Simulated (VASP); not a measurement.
# GaN (P6_3mc) in VASP: single point with r2SCAN

Aim: the single point of GaN with r2SCAN.

All numbers are computed with VASP 6.6.1; they aren't measurements. Logs are shortened: lines on timing, memory, paths and dates and some standing lists are left out, and cuts for length are marked.

## 1. The cell of the first run

The structure is hexagonal, space group P6_3mc (No. 186). Conventional cell: a = 3.183 Å, b = 3.183 Å, c = 5.184 Å, α = 90.00°, β = 90.00°, γ = 120.00°. Within 2.6 Å of Ga (site symmetry 3m) lie 4 N at 1.95 Å. N (site symmetry 3m) has 4 Ga at 1.95 Å within 2.6 Å.

## 2. Single point, r2SCAN

Input file POSCAR:

```
GaN
1.0
    3.1830969049      0.0000000000      0.0000000000
   -1.5915484524      2.7566427823      0.0000000000
    0.0000000000      0.0000000000      5.1835829238
Ga N
2 2
Direct
    0.6666666667      0.3333333333      0.4991072757
    0.3333333333      0.6666666667      0.9991072757
    0.6666666667      0.3333333333      0.8758927243
    0.3333333333      0.6666666667      0.3758927243
```

Input file INCAR.step1:

```
PREC     = Accurate       # precision mode
ENCUT    = 520            # plane-wave cutoff, eV
ISMEAR   = 0              # smearing method
SIGMA    = 0.02           # smearing width, eV
LREAL    = F              # projectors in reciprocal space
LASPH    = T              # aspherical terms in the spheres
NELM     = 60             # most SCF steps
NBANDS   = 26             # bands
GGA      = PE             # functional
ALGO     = Normal         # electronic algorithm
EDIFF    = 1E-4           # SCF threshold, eV
LWAVE    = T              # write WAVECAR
LCHARG   = F              # write CHGCAR
```

Input file INCAR.step2:

```
PREC     = Accurate       # precision mode
ENCUT    = 520            # plane-wave cutoff, eV
EDIFF    = 1E-6           # SCF threshold, eV
ISMEAR   = 0              # smearing method
SIGMA    = 0.02           # smearing width, eV
LREAL    = F              # projectors in reciprocal space
LASPH    = T              # aspherical terms in the spheres
NELM     = 60             # most SCF steps
ALGO     = Normal         # electronic algorithm
ISIF     = 2              # what is computed and relaxed
LWAVE    = F              # write WAVECAR
LCHARG   = F              # write CHGCAR
METAGGA  = R2SCAN         # meta-GGA
LMIXTAU  = T            
NBANDS   = 26             # bands
ISTART   = 1
```

Input file KPOINTS:

```
Automatic mesh
0
Gamma
  12 12 6
```

Potentials or basis: VASP PAW PBE potentials, release 64 (Ga_d, N).

Launch:

```bash
$ cat potpaw_PBE.64/Ga_d/POTCAR potpaw_PBE.64/N/POTCAR > POTCAR
$ cp INCAR.step1 INCAR
$ mpirun -np 1 vasp_std > vasp.out
$ cp INCAR.step2 INCAR
$ mpirun -np 1 vasp_std > vasp.out
```

OUTCAR:

```text
PREC = Accurate
   ENCUT = 520
   EDIFF = 1E-6
   ISMEAR = 0
   LREAL = F
   LASPH = T
   NELM = 60
   ISIF = 2
   METAGGA = R2SCAN
   ISTART = 1

 ion  position               nearest neighbor table
   1  0.667  0.333  0.499-   4 1.95   4 1.95   4 1.95   3 1.95
   2  0.333  0.667  0.999-   3 1.95   3 1.95   3 1.95   4 1.95
   3  0.667  0.333  0.876-   2 1.95   2 1.95   2 1.95   1 1.95
   4  0.333  0.667  0.376-   1 1.95   1 1.95   1 1.95   2 1.95

  LATTYP: Found a hexagonal cell.
 ALAT       =     3.1830969049
 C/A-ratio  =     1.6284716044

  Lattice vectors:

 A1 = (   3.1830969049,   0.0000000000,   0.0000000000)
 A2 = (  -1.5915484524,   2.7566427823,   0.0000000000)
 A3 = (   0.0000000000,   0.0000000000,   5.1835829238)

Analysis of symmetry for initial positions (statically):
=====================================================================
 Subroutine PRICEL returns:
 Original cell was already a primitive cell.

 Routine SETGRP: Setting up the symmetry group for a
 hexagonal supercell.

 Subroutine GETGRP returns: Found 12 space group operations
 (whereof  6 operations were pure point group operations)
 out of a pool of 24 trial point group operations.

The static configuration has the point symmetry C_3v.
 The point group associated with its full space group is C_6v.

Analysis of symmetry for dynamics (positions and initial velocities):
=====================================================================
 Subroutine PRICEL returns:
 Original cell was already a primitive cell.

 Routine SETGRP: Setting up the symmetry group for a
 hexagonal supercell.

 Subroutine GETGRP returns: Found 12 space group operations
 (whereof  6 operations were pure point group operations)
 out of a pool of 24 trial point group operations.

The dynamic configuration has the point symmetry C_3v.
 The point group associated with its full space group is C_6v.

 Subroutine INISYM returns: Found 12 space group operations
 (whereof  6 operations are pure point group operations),
 and found     1 'primitive' translations

----------------------------------------------------------------------------------------

                                     Primitive cell

  volume of cell :      45.4842

  direct lattice vectors                    reciprocal lattice vectors
[... 83 lines left out ...]
   ISTART =      1    job   : 0-new  1-cont  2-samecut
   ICHARG =      0    charge: 1-file 2-atom 10-const
   ISPIN  =      1    spin polarized calculation?
   LNONCOLLINEAR =      F non collinear calculations
   LSORBIT =      F    spin-orbit coupling
   LASPH  =      T    aspherical Exc in radial PAW
   ENCUT  =  520.0 eV  38.22 Ry    6.18 a.u.   5.92  5.92  9.64*2*pi/ulx,y,z
   NELM   =     60;   NELMIN=  2; NELMDL=  0     # of ELM steps
   EDIFF  = 0.1E-05   stopping-criterion for ELM
   LREAL  =      F    real-space projection
   EDIFFG = 0.1E-04   stopping-criterion for IOM
   NSW    =      0    number of steps for IOM
   IBRION =     -1    ionic relax: 0-MD 1-quasi-New 2-CG
   NFREE  =      0    steps in history (QN), initial steepest desc. (CG)
   ISIF   =      2    stress and relaxation
   ISYM   =      2    0-nonsym 1-usesym 2-fastsym
   POTIM  = 0.5000    time-step for ionic-motion
   TEBEG  =    0.0;   TEEND  =   0.0 temperature during run
   PSTRESS=    0.0 pullay stress
   NELECT =      36.0000    total number of electrons
   NUPDOWN=      -1.0000    fix difference up-down
   EMIN   =  10.00;   EMAX   =-10.00  energy-range for DOS
   EFERMI =   0.00;   METHOD = LEGACY
   ISMEAR =     0;   SIGMA  =   0.02  broadening in eV -4-tet -1-fermi 0-gaus
   EFERMI_NEDOS =   21; number of points for ismear=-14 and -15
   IALGO  =     38    algorithm
   IMIX   =      4    mixing-type and parameters
     AMIX     =   0.40;   BMIX     =  1.00
     AMIX_MAG =   1.60;   BMIX_MAG =  1.00
  volume/ion in A,a.u.               =      11.37        76.74
  Fermi-wavevector in a.u.,A,eV,Ry     =   1.514336  2.861680 31.201057  2.293213
  Thomas-Fermi vector in A             =   2.624007
   LORBIT       =      0    0 simple, 1 ext, 2 COOP (PROOUT), +10 PAW based schemes
   METAGGA = R2SCAN    functional components
   LHFCALC =     F    Hartree Fock is set to
   AEXX    =    0.0000 exact exchange contribution
   IVDW    =     0    specifies the selected vdW correction
   LEPSILON=     F    determine dielectric tensor
   LRPA    =     F    only Hartree local field effects (RPA)
 non-spin polarized calculation
 Gauss-broadening in eV      SIGMA  =   0.02
  energy-cutoff  :      520.00
  volume of cell :       45.48
 maximum number of plane-waves:      1248
 NGX is ok and might be reduce to    24
   NGX = 11   NGY = 11   NGZ = 19

 number of electron      35.9999993 magnetization

 Free energy of the ion-electron system (eV)
  ---------------------------------------------------
  ext. energy  EPLUGINS =         0.00000000
  ---------------------------------------------------
  free energy    TOTEN  =       -43.82087941 eV

  energy without entropy =      -43.82087941  energy(sigma->0) =      -43.82087941

 E-fermi :   5.2720     XC(G=0): -12.6638

 val. band max:        5.1016376566   @ k =   0.0000   0.0000   0.0000
 cond. band min:       7.4454967647   @ k =   0.0000   0.0000   0.0000
 fundamental gap:      2.3438591081
 Fermi energy:         5.2719864712

 k-point     1 :       0.0000    0.0000    0.0000
  band No.  band energies     occupation
      1     -11.7108      2.00000
      2     -10.7043      2.00000
      3      -8.7269      2.00000
      4      -8.7110      2.00000
      5      -8.7110      2.00000
      6      -8.6425      2.00000
[... 685 lines left out ...]
     25      17.2388      0.00000
     26      19.0353      0.00000

 [... further k-points ...]
[... 5 lines left out ...]
  --------------------------------------------------------------------------------------
  -------------------------------------------------------------------------------------
  Total        0.3187723      0.3187723      0.2818225      0.0000000      0.0000000      0.0000000
  in kB       11.2287334     11.2287334      9.9271791      0.0000000      0.0000000      0.0000000
  external PRESSURE =      10.7948819 kB  Pullay stress =       0.0000000 kB

 VOLUME and BASIS-vectors are now :
 -----------------------------------------------------------------------------
  energy-cutoff  :      520.00
  volume of cell :       45.48
      direct lattice vectors                 reciprocal lattice vectors
     3.183096905  0.000000000  0.000000000     0.314159459  0.181380048  0.000000000
    -1.591548452  2.756642782  0.000000000     0.000000000  0.362760096  0.000000000
     0.000000000  0.000000000  5.183582924     0.000000000  0.000000000  0.192916756

 POSITION                                       TOTAL-FORCE (eV/Angst)
 -----------------------------------------------------------------------------------
      1.59155      0.91888      2.58716        -0.000000      0.000000      0.005657
     -0.00000      1.83776      5.17896         0.000000     -0.000000      0.005657
      1.59155      0.91888      4.54026         0.000000     -0.000000     -0.005657
     -0.00000      1.83776      1.94847         0.000000      0.000000     -0.005657
 -----------------------------------------------------------------------------------
    total drift:                                0.000002      0.000004      0.034416

  FREE ENERGIE OF THE ION-ELECTRON SYSTEM (eV)
  ---------------------------------------------------
  free  energy   TOTEN  =       -43.8208794108 eV

  energy  without entropy=      -43.8208794108  energy(sigma->0) =      -43.82087941
```

OUTCAR.step1:

```text
PREC = Accurate
   ENCUT = 520
   ISMEAR = 0
   LREAL = F
[... 928 lines left out ...]
      1.59155      0.91888      2.58716         0.000000     -0.000000      0.005684
     -0.00000      1.83776      5.17896        -0.000000      0.000000      0.005684
      1.59155      0.91888      4.54026         0.000000      0.000000     -0.005684
     -0.00000      1.83776      1.94847        -0.000000      0.000000     -0.005684
 -----------------------------------------------------------------------------------
    total drift:                               -0.000001     -0.000001     -0.000257

  FREE ENERGIE OF THE ION-ELECTRON SYSTEM (eV)
  ---------------------------------------------------
  free  energy   TOTEN  =       -24.2971915892 eV

  energy  without entropy=      -24.2971915892  energy(sigma->0) =      -24.29719159
```

Run time: 4.9 min. Hardware: 1 thread of Intel Xeon 8259CL, shared host; peak memory 0.22 GiB.

What came out:

```
Free energy            : -43.8209 eV
Pressure               : 1.1 GPa
Largest force          : 0.006 eV/Å
Band gap on the k mesh : 2.34 eV
```

Forces on the atoms (eV/Å):
```
Ga   0.000  0.000  0.006
Ga   0.000  0.000  0.006
N    0.000  0.000 -0.006
N    0.000  0.000 -0.006
```

Stress tensor (GPa, compression positive):
```
1.12 0.00 0.00
0.00 1.12 0.00
0.00 0.00 0.99
```

Caveat: the PAW data sets were made with another functional, which shifts forces and pressure a little.
